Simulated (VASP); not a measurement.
# Y (I4_1/amd) in VASP: notebook

The runs below take Y through single point, relaxation of cell and atoms, with PBE.

All numbers are computed with VASP 6.6.1; they aren't measurements. Logs are shortened: lines on timing, memory, paths and dates and some standing lists are left out, and cuts for length are marked.

## Step 1: The cell of the first run

It takes space group I4_1/amd (No. 141, tetragonal). The conventional cell has a = 3.347 Å, b = 3.347 Å, c = 11.964 Å, α = 90.00°, β = 90.00°, γ = 90.00°. Within 4.4 Å of Y (site symmetry -4m2) lie 8 Y at 3.35 to 3.43 Å.

## Step 2: Single point, PBE

INCAR

```
PREC = Accurate ; ENCUT = 520
EDIFF = 1E-7 ; ISMEAR = 0
SIGMA = 0.1 ; LREAL = F
LASPH = T ; NELM = 100
ALGO = Normal ; ISIF = 2
LWAVE = F ; LCHARG = F
GGA = PE ; NBANDS = 18
```

KPOINTS

```
Automatic mesh
0
Gamma
  8 8 8
```

POSCAR

```
Y
1.0
   -1.6735912278      1.6735912278      5.9818178803
    1.6735912278     -1.6735912278      5.9818178803
    1.6735912278      1.6735912278     -5.9818178803
Y
2
Direct
    0.0000000000      0.0000000000      0.0000000000
    0.7500000000      0.2500000000      0.5000000000
```

Potentials or basis: VASP PAW PBE potentials, release 64 (Y_sv).

Command:

```bash
$ cat potpaw_PBE.64/Y_sv/POTCAR > POTCAR
$ mpirun -np 1 vasp_std > vasp.out
```

OUTCAR:

```text
PREC = Accurate
   ENCUT = 520
   EDIFF = 1E-7
   ISMEAR = 0
   LREAL = F
   LASPH = T
   NELM = 100
   ISIF = 2
   GGA = PE

 ion  position               nearest neighbor table
   1  0.000  0.000  0.000-   2 3.43   2 3.43   2 3.43   2 3.43
   2  0.750  0.250  0.500-   1 3.43   1 3.43   1 3.43   1 3.43

  LATTYP: Found a body centered tetragonal cell.
 ALAT       =     3.3471824556
 C/A-ratio  =     3.5742406992

  Lattice vectors:

 A1 = (  -1.6735912278,   1.6735912278,   5.9818178803)
 A2 = (   1.6735912278,  -1.6735912278,   5.9818178803)
 A3 = (   1.6735912278,   1.6735912278,  -5.9818178803)

Analysis of symmetry for initial positions (statically):
=====================================================================
 Subroutine PRICEL returns:
 Original cell was already a primitive cell.

 Routine SETGRP: Setting up the symmetry group for a
 body centered tetragonal supercell.

 Subroutine GETGRP returns: Found 16 space group operations
 (whereof  8 operations were pure point group operations)
 out of a pool of 16 trial point group operations.

The static configuration has the point symmetry D_2d.
 The point group associated with its full space group is D_4h.

Analysis of symmetry for dynamics (positions and initial velocities):
=====================================================================
 Subroutine PRICEL returns:
 Original cell was already a primitive cell.

 Routine SETGRP: Setting up the symmetry group for a
 body centered tetragonal supercell.

 Subroutine GETGRP returns: Found 16 space group operations
 (whereof  8 operations were pure point group operations)
 out of a pool of 16 trial point group operations.

The dynamic configuration has the point symmetry D_2d.
 The point group associated with its full space group is D_4h.

 Subroutine INISYM returns: Found 16 space group operations
 (whereof  8 operations are pure point group operations),
 and found     1 'primitive' translations

----------------------------------------------------------------------------------------

                                     Primitive cell

  volume of cell :      67.0181

  direct lattice vectors                    reciprocal lattice vectors
    -1.673591228  1.673591228  5.981817880     0.000000000  0.298758736  0.083586630
     1.673591228 -1.673591228  5.981817880     0.298758736  0.000000000  0.083586630
     1.673591228  1.673591228 -5.981817880     0.298758736  0.298758736  0.000000000

  length of vectors
     6.433036635  6.433036635  6.433036635     0.310231377  0.310231377  0.422508656

  position of ions in fractional coordinates (direct lattice)
     0.000000000  0.000000000  0.000000000
     0.750000000  0.250000000  0.500000000

  ion indices of the primitive-cell ions
   primitive index   ion index
                 1           1
                 2           2

----------------------------------------------------------------------------------------

 KPOINTS: Automatic mesh

Automatic generation of k-mesh.
 Grid dimensions read from file:
 generate k-points for:    8    8    8

 Generating k-lattice:

  Cartesian coordinates                     Fractional coordinates (reciprocal lattice)
     0.000000000  0.037344842  0.010448329     0.125000000 -0.000000000  0.000000000
     0.037344842  0.000000000  0.010448329    -0.000000000  0.125000000  0.000000000
     0.037344842  0.037344842  0.000000000     0.000000000  0.000000000  0.125000000

  Length of vectors
     0.038778922  0.038778922  0.052813582

  Shift w.r.t. Gamma in fractional coordinates (k-lattice)
     0.000000000  0.000000000  0.000000000

 Subroutine IBZKPT returns following result:
 ===========================================

 Found     59 irreducible k-points:

 Following reciprocal coordinates:
            Coordinates               Weight
  0.000000  0.000000  0.000000      1.000000
  0.125000  0.000000 -0.000000      8.000000
  0.250000  0.000000 -0.000000      8.000000
  0.375000  0.000000 -0.000000      8.000000
  0.500000  0.000000 -0.000000      4.000000
  0.125000  0.125000 -0.000000      8.000000
[... 16 lines left out ...]
  0.250000  0.125000  0.125000     16.000000
  0.375000  0.125000  0.125000      8.000000
 [... further k-points ...]
   k-points           NKPTS =     59   k-points in BZ     NKDIM =     59   number of bands    NBANDS=     18
   number of dos      NEDOS =    301   number of ions     NIONS =      2
   total plane-waves  NPLWV = 110592
   dimension x,y,z NGX =    48 NGY =   48 NGZ =   48
   dimension x,y,z NGXF=    96 NGYF=   96 NGZF=   96
   ions per type =               2
   NGX,Y,Z   is equivalent  to a cutoff of  12.40, 12.40, 12.40 a.u.
   NGXF,Y,Z  is equivalent  to a cutoff of  24.81, 24.81, 24.81 a.u.
 SYSTEM =  unknown system
   PREC   = accura    normal or accurate (medium, high low for compatibility)
   ISTART =      0    job   : 0-new  1-cont  2-samecut
   ICHARG =      2    charge: 1-file 2-atom 10-const
   ISPIN  =      1    spin polarized calculation?
   LNONCOLLINEAR =      F non collinear calculations
   LSORBIT =      F    spin-orbit coupling
   LASPH  =      T    aspherical Exc in radial PAW
   ENCUT  =  520.0 eV  38.22 Ry    6.18 a.u.  11.96 11.96 11.96*2*pi/ulx,y,z
   NELM   =    100;   NELMIN=  2; NELMDL= -5     # of ELM steps
   EDIFF  = 0.1E-06   stopping-criterion for ELM
   LREAL  =      F    real-space projection
   EDIFFG = 0.1E-05   stopping-criterion for IOM
   NSW    =      0    number of steps for IOM
   IBRION =     -1    ionic relax: 0-MD 1-quasi-New 2-CG
   NFREE  =      0    steps in history (QN), initial steepest desc. (CG)
   ISIF   =      2    stress and relaxation
   ISYM   =      2    0-nonsym 1-usesym 2-fastsym
   POTIM  = 0.5000    time-step for ionic-motion
   TEBEG  =    0.0;   TEEND  =   0.0 temperature during run
   PSTRESS=    0.0 pullay stress
   NELECT =      22.0000    total number of electrons
   NUPDOWN=      -1.0000    fix difference up-down
   EMIN   =  10.00;   EMAX   =-10.00  energy-range for DOS
   EFERMI =   0.00;   METHOD = LEGACY
   ISMEAR =     0;   SIGMA  =   0.10  broadening in eV -4-tet -1-fermi 0-gaus
   EFERMI_NEDOS =   21; number of points for ismear=-14 and -15
   IALGO  =     38    algorithm
   IMIX   =      4    mixing-type and parameters
     AMIX     =   0.40;   BMIX     =  1.00
     AMIX_MAG =   1.60;   BMIX_MAG =  1.00
  volume/ion in A,a.u.               =      33.51       226.13
  Fermi-wavevector in a.u.,A,eV,Ry     =   1.129324  2.134112 17.352487  1.275372
  Thomas-Fermi vector in A             =   2.266017
   LORBIT       =      0    0 simple, 1 ext, 2 COOP (PROOUT), +10 PAW based schemes
   GGA     = PE    functional components
   LHFCALC =     F    Hartree Fock is set to
   AEXX    =    0.0000 exact exchange contribution
   IVDW    =     0    specifies the selected vdW correction
   LEPSILON=     F    determine dielectric tensor
   LRPA    =     F    only Hartree local field effects (RPA)
 non-spin polarized calculation
 Gauss-broadening in eV      SIGMA  =   0.10
  energy-cutoff  :      520.00
  volume of cell :       67.02
 maximum number of plane-waves:      1826
   NGX = 23   NGY = 23   NGZ = 23

 number of electron      22.0000000 magnetization

 Free energy of the ion-electron system (eV)
  ---------------------------------------------------
  ext. energy  EPLUGINS =         0.00000000
  ---------------------------------------------------
  free energy    TOTEN  =       -11.99164637 eV

  energy without entropy =      -11.96769227  energy(sigma->0) =      -11.97966932

 E-fermi :   2.8337     XC(G=0):  -9.3177

 val. band max:        2.8301736830   @ k =   0.2500   0.2500   0.1250
 cond. band min:       2.8364850742   @ k =  -0.2500   0.5000   0.1250
 fundamental gap:      0.0063113913
 Fermi energy:         2.8336966554

 k-point     1 :       0.0000    0.0000    0.0000
  band No.  band energies     occupation
      1     -39.9583      2.00000
      2     -39.8831      2.00000
      3     -20.2416      2.00000
      4     -19.6700      2.00000
      5     -19.6700      2.00000
      6     -19.6380      2.00000
[... 10 lines left out ...]
     17       6.6778      0.00000
     18       6.6778      0.00000

 k-point     2 :       0.1250    0.0000   -0.0000
  band No.  band energies     occupation
      1     -39.9490      2.00000
      2     -39.8781      2.00000
      3     -20.2163      2.00000
      4     -19.7615      2.00000
      5     -19.7204      2.00000
      6     -19.6666      2.00000
[... 10 lines left out ...]
     17       6.7833      0.00000
     18       7.0041      0.00000

 k-point     3 :       0.2500    0.0000   -0.0000
  band No.  band energies     occupation
      1     -39.9256      2.00000
      2     -39.8665      2.00000
      3     -20.1616      2.00000
      4     -19.9684      2.00000
      5     -19.8979      2.00000
      6     -19.6561      2.00000
[... 10 lines left out ...]
     17       6.4299      0.00000
     18       7.0032      0.00000

 k-point     4 :       0.3750    0.0000   -0.0000
  band No.  band energies     occupation
      1     -39.9007      2.00000
      2     -39.8564      2.00000
      3     -20.1878      2.00000
      4     -20.1623      2.00000
      5     -19.9767      2.00000
      6     -19.6440      2.00000
[... 375 lines left out ...]
      4     -19.9546      2.00000
      5     -19.9228      2.00000
      6     -19.8977      2.00000
[... 10 lines left out ...]
     17       5.4430      0.00000
     18       6.0754      0.00000

 k-point    23 :       0.2500    0.1250    0.1250
  band No.  band energies     occupation
      1     -39.8716      2.00000
      2     -39.8374      2.00000
      3     -20.1438      2.00000
      4     -20.1270      2.00000
      5     -19.9605      2.00000
      6     -19.9221      2.00000
[... 10 lines left out ...]
     17       6.0113      0.00000
     18       6.4861      0.00000

 k-point    24 :       0.3750    0.1250    0.1250
  band No.  band energies     occupation
      1     -39.8603      2.00000
      2     -39.8343      2.00000
      3     -20.2127      2.00000
      4     -20.1913      2.00000
      5     -19.9430      2.00000
      6     -19.9171      2.00000
[... 10 lines left out ...]
     17       6.1506      0.00000
     18       7.0465      0.00000

 [... further k-points ...]

------------------------ aborting loop because EDIFF is reached ----------------------------------------

  FORCE on cell =-STRESS in cart. coord.  units (eV):
  Direction    XX          YY          ZZ          XY          YZ          ZX
  --------------------------------------------------------------------------------------
  -------------------------------------------------------------------------------------
  Total        0.0492719      0.0492719     -0.1518759      0.0000000      0.0000000      0.0000000
  in kB        1.1779250      1.1779250     -3.6308437      0.0000000      0.0000000      0.0000000
  external PRESSURE =      -0.4249979 kB  Pullay stress =       0.0000000 kB

 VOLUME and BASIS-vectors are now :
 -----------------------------------------------------------------------------
  energy-cutoff  :      520.00
  volume of cell :       67.02
      direct lattice vectors                 reciprocal lattice vectors
    -1.673591228  1.673591228  5.981817880     0.000000000  0.298758736  0.083586630
     1.673591228 -1.673591228  5.981817880     0.298758736  0.000000000  0.083586630
     1.673591228  1.673591228 -5.981817880     0.298758736  0.298758736  0.000000000

 POSITION                                       TOTAL-FORCE (eV/Angst)
 -----------------------------------------------------------------------------------
      0.00000      0.00000      0.00000         0.000000     -0.000000     -0.000000
      0.00000      1.67359      2.99091        -0.000000      0.000000      0.000000
 -----------------------------------------------------------------------------------
    total drift:                                0.000000     -0.000000      0.000000

  FREE ENERGIE OF THE ION-ELECTRON SYSTEM (eV)
  ---------------------------------------------------
  free  energy   TOTEN  =       -11.9916463684 eV

  energy  without entropy=      -11.9676922671  energy(sigma->0) =      -11.97966932
```

It took 7.5 min on 1 thread of Oxide Virtual Turin-like, shared host; peak memory 0.33 GiB.

Results:

```
Free energy            : -11.9916 eV
Pressure               : 0.0 GPa
Band gap on the k mesh : zero (band 11 reaches 3.12 eV, above the bottom of band 12 at 2.33 eV)
```

Levels at points of the mesh, in eV from the Fermi level:
| k point | band 7 | band 8 | band 9 | band 10 | band 11 | band 12 | band 13 | band 14 | band 15 | band 16 |
| --- | --- | --- | --- | --- | --- | --- | --- | --- | --- | --- |
| (0.00, 0.00, 0.00) | -22.47 | -22.41 | -4.51 | -1.72 | -0.04 | -0.04 | 0.65 | 1.01 | 3.35 | 3.35 |
| (0.50, 0.00, 0.00) | -22.47 | -22.40 | -1.66 | -1.29 | -0.45 | 0.25 | 0.44 | 2.27 | 2.73 | 2.92 |
| (0.50, 0.50, 0.00) | -22.57 | -22.57 | -1.38 | -1.38 | 0.26 | 0.26 | 0.91 | 0.91 | 3.99 | 3.99 |
| (0.50, 0.50, 0.50) | -22.43 | -22.43 | -3.20 | -3.20 | -0.50 | -0.50 | 1.29 | 1.29 | 2.41 | 2.41 |

## Step 3: Relaxation of cell and atoms, PBE

INCAR

```
PREC = Accurate ; ENCUT = 600
EDIFF = 1E-6 ; ISMEAR = 0
SIGMA = 0.1 ; LREAL = F
LASPH = T ; NELM = 80
ALGO = Normal ; ISIF = 3
LWAVE = F ; LCHARG = F
GGA = PE ; IBRION = 2
NSW = 90 ; EDIFFG = -0.04
```

KPOINTS

```
regular mesh
0
Gamma
  8 8 8
```

POSCAR

```
Y
1.0
   -1.6629768007      1.6629768007      6.0563023188
    1.6629768007     -1.6629768007      6.0563023188
    1.6629768007      1.6629768007     -6.0563023188
Y
2
Direct
    0.0000000000      0.0000000000      0.0000000000
    0.7500000000      0.2500000000      0.5000000000
```

Potentials or basis: VASP PAW PBE potentials, release 64 (Y_sv).

Command:

```bash
$ cat potpaw_PBE.64/Y_sv/POTCAR > POTCAR
$ mpirun -np 1 vasp_std > vasp.out
```

It took 16 min on 1 thread of Oxide Virtual Turin-like, shared host; peak memory 0.45 GiB.

Results (log left out):

| Property | Result |
| --- | --- |
| Free energy | -11.9921 eV |
| Relaxed volume | 33.37 Å³/atom |
| Relaxed cell | a = 6.404 Å, b = 6.404 Å, c = 6.404 Å, α = 149.68°, β = 149.68°, γ = 43.41° |
| Space group after relaxing (to 0.05 Å) | I4_1/amd (No. 141) |
| Energy gained by relaxing | 3.0 meV/atom |
| Ionic steps | 3 |
| Pressure after relaxing | 0.1 GPa |
| Band gap on the k mesh | zero (band 11 reaches 3.13 eV, above the bottom of band 12 at 2.34 eV) |

Step by step:
| step | energy change (eV) | largest force (eV/Å) | pressure (GPa) | volume (Å³) |
| --- | --- | --- | --- | --- |
| 1 | 0.0000 | 0.0000 | -0.08 | 66.99 |
| 2 | -0.0054 | 0.0000 | 0.05 | 66.82 |
| 3 | -0.0060 | 0.0000 | 0.14 | 66.73 |

Final structure:
```
Y
1.0
    -1.67450    1.67450    5.94978
     1.67450   -1.67450    5.94978
     1.67450    1.67450   -5.94978
Y
2
Cartesian
  0.0000 0.0000 0.0000
  0.0000 1.6745 2.9749
```

Levels at points of the mesh, in eV from the Fermi level:
```tsv
k point	band 9	band 10	band 11	band 12	band 13	band 14
(0.00, 0.00, 0.00)	-4.51	-1.70	-0.03	-0.02	0.70	1.04
(0.50, 0.00, 0.00)	-1.66	-1.29	-0.45	0.25	0.46	2.31
(0.50, 0.50, 0.00)	-1.38	-1.38	0.26	0.26	0.92	0.92
(0.50, 0.50, 0.50)	-3.18	-3.18	-0.50	-0.50	1.34	1.34
```
